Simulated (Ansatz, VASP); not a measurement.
One calculation of BN, two programs

File INCAR:

```
ALGO     = Normal         # electronic algorithm
EDIFF    = 1E-7           # SCF threshold, eV
ENCUT    = 520            # plane-wave cutoff, eV
ISIF     = 2              # what is computed and relaxed
ISMEAR   = -1             # smearing method
LASPH    = T              # aspherical terms in the spheres
LCHARG   = F              # write CHGCAR
LREAL    = F              # projectors in reciprocal space
LWAVE    = F              # write WAVECAR
NBANDS   = 11             # bands
NELM     = 100            # most SCF steps
PREC     = Accurate       # precision mode
SIGMA    = 0.05           # smearing width, eV
```

File KPOINTS:

```
k-points
0
Gamma
  13 13 13
```

File POSCAR:

```
BN
1.0
    0.0000000000      3.4480760414      2.1368161481
    1.2347160791      0.0000000000      2.1368161481
    1.2347160791      3.4480760414      0.0000000000
N B
1 1
Direct
    0.6666513400      0.6666513400      0.3333486600
    0.0000486500      0.0000486500      0.9999513500
```

File input.yaml:

```yaml
crystal:
  lattice:
    - [0.0, 3.4480760414, 2.1368161481]
    - [1.2347160791, 0.0, 2.1368161481]
    - [1.2347160791, 3.4480760414, 0.0]
  atoms:
    - { symbol: "N", position: [0.66665134, 0.66665134, 0.33334866] }
    - { symbol: B, position: [4.865e-05, 4.865e-05, 0.99995135] }
hamiltonian:
  xc: lda
  pseudopotentials: { kind: paw }
kpoints:
  mp_grid: { grid: [13, 13, 13] }
scf:
  occupations: { method: fermi_dirac, width: 0.05 }
output:
  forces: true
  stress: true
  eigenvalues: true
  write_density: true
  write_potential: true
  elf: true
  volumetric_format: npy
```

Alike in both runs: task single point; functional LDA; k mesh 13 × 13 × 13; occupations fermi-dirac, width 0.05 eV; no spin polarisation.

|  | VASP | Ansatz |
| --- | --- | --- |
| version | VASP 6.6.1 | Ansatz 0.2.0 |
| potentials or method | VASP PAW LDA potentials, release 64 (N, B) | Ansatz PAW |
| plane-wave cutoff (eV) | 520 | 420 |
| valence electrons in the cell | 8 | 8 |

VASP gave:

| Item | Value |
| --- | --- |
| gap on the k mesh at the Fermi level (eV) | 3.71 |
| least direct gap on the mesh (eV) | 4.60 |
| pressure (GPa) | 6.1 |
| traceless stress, the component that is largest in VASP (GPa) | -7.25 |
| rms of the force components (eV/Å) | 0.007 |

Question: Estimate Ansatz's values.

Answer: gap on the k mesh at the Fermi level (eV): 3.73; least direct gap on the mesh (eV): 4.61; pressure (GPa): 5.6; traceless stress, the component that is largest in VASP (GPa): -6.63; rms of the force components (eV/Å): 0.007.

LDA's correlation is that of Perdew and Zunger in VASP and of Perdew and Wang (1992) in Ansatz. Atom by atom the forces differ by 0.000 eV/Å (rms over components).

Noted on Ansatz's run: odd divisions of the mesh miss points on the zone boundary, where band edges often lie, so the gap on the mesh can be too wide.
